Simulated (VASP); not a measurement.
Wanted: the native input for a VASP 6.6.1 run.

- Task: single point
- Functional: PBEsol
- Potentials or basis: VASP PAW PBE potentials, release 64 (Sn_d, Bi_d)
- Cutoff: 520 eV
- k mesh: 5 × 5 × 5
- Occupations: fermi-dirac, width 0.1 eV
- Spin: no spin polarisation
- Dipole correction: no
- Further INCAR settings: ALGO = Normal; EDIFF = 1e-06; NBANDS = 36

The structure of Sn3Bi lies in POSCAR:

```
Sn3Bi
1.0
    0.0000000000      3.7435109261      3.7435109261
    3.7435109261      0.0000000000      3.7435109261
    3.7435109261      3.7435109261      0.0000000000
Sn Bi
3 1
Direct
    0.0000000000      0.0000000000      0.0000000000
    0.2500000000      0.2500000000      0.2500000000
    0.7500000000      0.7500000000      0.7500000000
    0.5000000000      0.5000000000      0.5000000000
```

The input as run:

INCAR

```
PREC = Accurate
ENCUT = 520
EDIFF = 1E-6
ISMEAR = -1
SIGMA = 0.1
LREAL = False
LASPH = True
NELM = 100
ALGO = Normal
ISIF = 2
LWAVE = False
LCHARG = False
GGA = PS
NBANDS = 36
```

KPOINTS

```
regular mesh
0
Gamma
  5 5 5
```

Potentials or basis: VASP PAW PBE potentials, release 64 (Sn_d, Bi_d).

Run with:

```console
$ cat potpaw_PBE.64/Sn_d/POTCAR potpaw_PBE.64/Bi_d/POTCAR > POTCAR
$ mpirun -np 1 vasp_std > vasp.out
```

Results of the run:

```yaml
Pressure: 2.6 GPa
```

Caveat: the PAW data sets were made with another functional, which shifts forces and pressure a little.

Run time: 24 s on 1 thread of AMD EPYC 7R13 Processor (Zen 3), on a shared host, peak memory 0.21 GiB.
